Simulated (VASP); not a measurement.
# TaN (P6_3mc) in VASP: a series of runs, part 2 of 2

VASP 6.6.1. The steps go on from the part before.

**4. Single point, PBE (strain +0.0100 x Voigt [0, 0, 1, 0, 0, 0])**

Contents of INCAR:

```
PREC     = Accurate       # precision mode
ENCUT    = 520            # plane-wave cutoff, eV
EDIFF    = 1E-6           # SCF threshold, eV
ISMEAR   = 0              # smearing method
SIGMA    = 0.15           # smearing width, eV
LREAL    = False          # projectors in reciprocal space
LASPH    = True           # aspherical terms in the spheres
NELM     = 60             # most SCF steps
ALGO     = Normal         # electronic algorithm
ISIF     = 2              # what is computed and relaxed
LWAVE    = False          # write WAVECAR
LCHARG   = True           # write CHGCAR
GGA      = PE             # functional
LELF     = True           # ELF
LVHAR    = True         
NBANDS   = 24             # bands
```

Contents of KPOINTS:

```
regular mesh
0
Gamma
  18 18 10
```

Contents of POSCAR:

```
TaN
1.0
    3.0500010905      0.0000000000      0.0000000000
   -1.5250005453      2.6413784260      0.0000000000
    0.0000000000      0.0000000000      4.9894000000
Ta N
2 2
Direct
    0.3333333333      0.6666666667      0.0000000000
    0.6666666667      0.3333333333      0.5000000000
    0.3333333333      0.6666666667      0.3850000000
    0.6666666667      0.3333333333      0.8850000000
```

Potentials or basis: VASP PAW PBE potentials, release 64 (Ta_pv, N).

Run with:

```sh
$ cat potpaw_PBE.64/Ta_pv/POTCAR potpaw_PBE.64/N/POTCAR > POTCAR
$ mpirun -np 1 vasp_std > vasp.out
```

OUTCAR:

```text
PREC = Accurate
   ENCUT = 520
   EDIFF = 1E-6
   ISMEAR = 0
   LREAL = False
   LASPH = True
   NELM = 60
   ISIF = 2
   GGA = PE

 ion  position               nearest neighbor table
   1  0.333  0.667  0.000-   4 1.85   4 1.85   4 1.85   3 1.92   2 3.05   2 3.05   2 3.05   2 3.05
                             2 3.05   2 3.05
   2  0.667  0.333  0.500-   3 1.85   3 1.85   3 1.85   4 1.92   1 3.05   1 3.05   1 3.05   1 3.05
                             1 3.05   1 3.05
   3  0.333  0.667  0.385-   2 1.85   2 1.85   2 1.85   1 1.92
   4  0.667  0.333  0.885-   1 1.85   1 1.85   1 1.85   2 1.92

  LATTYP: Found a hexagonal cell.
 ALAT       =     3.0500010905
 C/A-ratio  =     1.6358682676

  Lattice vectors:

 A1 = (   3.0500010905,   0.0000000000,   0.0000000000)
 A2 = (  -1.5250005453,   2.6413784260,   0.0000000000)
 A3 = (   0.0000000000,   0.0000000000,   4.9894000000)

Analysis of symmetry for initial positions (statically):
=====================================================================
 Subroutine PRICEL returns:
 Original cell was already a primitive cell.

 Routine SETGRP: Setting up the symmetry group for a
[... 174 lines left out ...]

 E-fermi :   9.6643     XC(G=0): -13.4882

 val. band max:        9.6550194966   @ k =   0.2778   0.2778   0.1000
 cond. band min:       9.6704147786   @ k =   0.2778   0.2778   0.0000
 fundamental gap:      0.0153952820
 Fermi energy:         9.6642838436

 k-point     1 :       0.0000    0.0000    0.0000
  band No.  band energies     occupation
      1     -26.3908      2.00000
      2     -25.3408      2.00000
      3     -25.3408      2.00000
      4     -25.1655      2.00000
      5     -25.1655      2.00000
      6     -25.1101      2.00000
[... 637 lines left out ...]
     23      16.0056      0.00000
     24      16.9703      0.00000

 [... further k-points ...]

------------------------ aborting loop because EDIFF is reached ----------------------------------------

  FORCE on cell =-STRESS in cart. coord.  units (eV):
  Direction    XX          YY          ZZ          XY          YZ          ZX
  --------------------------------------------------------------------------------------
  -------------------------------------------------------------------------------------
  Total       36.0720368     36.0720368     28.4805009     -0.0000000     -0.0000000      0.0000000
  in kB     1437.8126644   1437.8126645   1135.2179823     -0.0000000     -0.0000000      0.0000000
  external PRESSURE =    1336.9477704 kB  Pullay stress =       0.0000000 kB

 VOLUME and BASIS-vectors are now :
 -----------------------------------------------------------------------------
  energy-cutoff  :      520.00
  volume of cell :       40.20
      direct lattice vectors                 reciprocal lattice vectors
     3.050001090  0.000000000  0.000000000     0.327868735  0.189295103  0.000000000
    -1.525000545  2.641378426  0.000000000     0.000000000  0.378590205  0.000000000
     0.000000000  0.000000000  4.989400000     0.000000000  0.000000000  0.200424901

 POSITION                                       TOTAL-FORCE (eV/Angst)
 -----------------------------------------------------------------------------------
     -0.00000      1.76092      0.00000         0.000000     -0.000000      2.839007
      1.52500      0.88046      2.49470        -0.000000      0.000000      2.839007
     -0.00000      1.76092      1.92092         0.000000     -0.000000     -2.839007
      1.52500      0.88046      4.41562         0.000000      0.000000     -2.839007
 -----------------------------------------------------------------------------------
    total drift:                               -0.000000      0.000000      0.001870

  FREE ENERGIE OF THE ION-ELECTRON SYSTEM (eV)
  ---------------------------------------------------
  free  energy   TOTEN  =       -37.9696443805 eV

  energy  without entropy=      -37.9527796031  energy(sigma->0) =      -37.96121199
```

OSZICAR:

```text
N       E                     dE             d eps       ncg     rms          rms(c)
DAV:   1     0.290482078439E+03    0.29048E+03   -0.17765E+04 10656   0.144E+03
DAV:   2    -0.310917873579E+02   -0.32157E+03   -0.30668E+03 12848   0.427E+02
DAV:   3    -0.450681573776E+02   -0.13976E+02   -0.13829E+02 13336   0.888E+01
DAV:   4    -0.451932500952E+02   -0.12509E+00   -0.12502E+00 11960   0.899E+00
DAV:   5    -0.451945502079E+02   -0.13001E-02   -0.12999E-02 13536   0.790E-01    0.590E+01
DAV:   6    -0.380696423959E+02    0.71249E+01   -0.24338E+01 12536   0.384E+01    0.249E+01
DAV:   7    -0.380073745783E+02    0.62268E-01   -0.94281E-01 11240   0.780E+00    0.135E+01
DAV:   8    -0.379742358516E+02    0.33139E-01   -0.51131E-02 13248   0.163E+00    0.159E+00
DAV:   9    -0.379695679482E+02    0.46679E-02   -0.12491E-02 12656   0.814E-01    0.143E-01
DAV:  10    -0.379696494171E+02   -0.81469E-04   -0.59091E-04 12656   0.197E-01    0.340E-02
DAV:  11    -0.379696446075E+02    0.48096E-05   -0.18622E-05 13056   0.346E-02    0.136E-02
DAV:  12    -0.379696443805E+02    0.22702E-06   -0.19123E-06  8672   0.138E-02
   1 F= -.37969644E+02 E0= -.37961212E+02  d E =-.168648E-01
```

Wall time 2.1 min (1 thread of Intel Xeon 6975P-C, shared host); peak memory 0.3 GiB.

Results:

```
Free energy            : -37.9696 eV
Pressure               : 133.7 GPa
Largest force          : 2.839 eV/Å
Band gap on the k mesh : zero (band 16 reaches 10.88 eV, above the bottom of band 17 at 8.03 eV)
```

Forces on the atoms (eV/Å):
```
Ta   0.000  0.000  2.839
Ta   0.000  0.000  2.839
N    0.000  0.000 -2.839
N    0.000  0.000 -2.839
```

Levels at points of the mesh, in eV from the Fermi level:
```csv
k point,band 14,band 15,band 16,band 17,band 18,band 19
"(0.00, 0.00, 0.00)",-7.62,-0.73,-0.73,-0.37,2.19,2.66
"(0.50, 0.00, 0.00)",-5.21,-2.41,-1.05,0.47,1.50,2.00
"(0.00, 0.00, 0.50)",-8.39,1.21,1.21,1.21,1.21,1.88
"(0.50, 0.00, 0.50)",-6.45,-0.50,-0.50,2.14,2.14,2.30
```

Caveat: the cell differs from its parent crystal (strain +0.0100 x Voigt [0, 0, 1, 0, 0, 0]); spin-orbit coupling is left out, which moves the levels of the heavy elements; forces of over 1 eV/Å act on the atoms, so gaps and moduli don't describe the material at rest.

**5. The runs side by side**

| cell | gap on the mesh (eV) | pressure (GPa) | largest force (eV/Å) |
| --- | --- | --- | --- |
| a = 3.050, b = 3.050, c = 4.841 Å, angles 90.0, 90.0, 120.0°, 4 atoms | none | 154.6 | 1.28 |
| a = 3.050, b = 3.050, c = 4.792 Å, angles 90.0, 90.0, 120.0°, 4 atoms | none | 162.4 | 0.66 |
| a = 3.050, b = 3.050, c = 4.989 Å, angles 90.0, 90.0, 120.0°, 4 atoms | none | 133.7 | 2.84 |

Alike in all rows: task single point; level PBE; potentials or basis VASP PAW PBE potentials, release 64 (Ta_pv, N); no spin polarisation; k mesh 18 × 18 × 10; cutoff (eV) 520; smearing gaussian 0.15 eV.

Caveats: spin-orbit coupling is left out, which moves the levels of the heavy elements; forces of over 1 eV/Å act on the atoms, so gaps and moduli don't describe the material at rest (some runs).

Absolute energies hang on the potentials; compare differences alone.
